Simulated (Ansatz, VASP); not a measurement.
# PbO: VASP beside Ansatz

```xyz
4
Lattice="3.9207 0.0000 0.0000 0.0000 3.9207 0.0000 0.0000 0.0000 4.9541" Properties=species:S:1:pos:R:3 pbc="T T T"
Pb    0.0000    1.9603    1.1647
Pb    1.9603    0.0000    3.7894
O     0.0000    0.0000    0.0000
O     1.9603    1.9603    0.0000
```

Change from the starting cell: volume scaled by 0.96.

Alike in both runs: task single point; functional LDA; k mesh 7 × 7 × 6; occupations fermi-dirac, width 0.03 eV; no spin polarisation.

|  | VASP | Ansatz |
| --- | --- | --- |
| version | VASP 6.6.1 | Ansatz 0.2.0 |
| potentials or method | VASP PAW LDA potentials, release 64 (Pb_d, O), cutoff 520 eV | all-electron LAPW, scalar-relativistic |

```tsv
	VASP	Ansatz	Ansatz less VASP
gap on the k mesh at the Fermi level (eV)	1.38	1.40	+0.023
pressure (GPa)	2.1	1.9	-0.22
traceless stress, the component that is largest in VASP (GPa)	-0.15	-0.15	0.000
rms of the force components (eV/Å)	0.202	0.172	-0.0309
```

LDA's correlation is that of Perdew and Zunger in VASP and of Perdew and Wang (1992) in Ansatz. Atom by atom the forces differ by 0.031 eV/Å (rms over components). Ansatz ran all-electron here, and VASP with PAW potentials.

Spin-orbit coupling is off throughout.
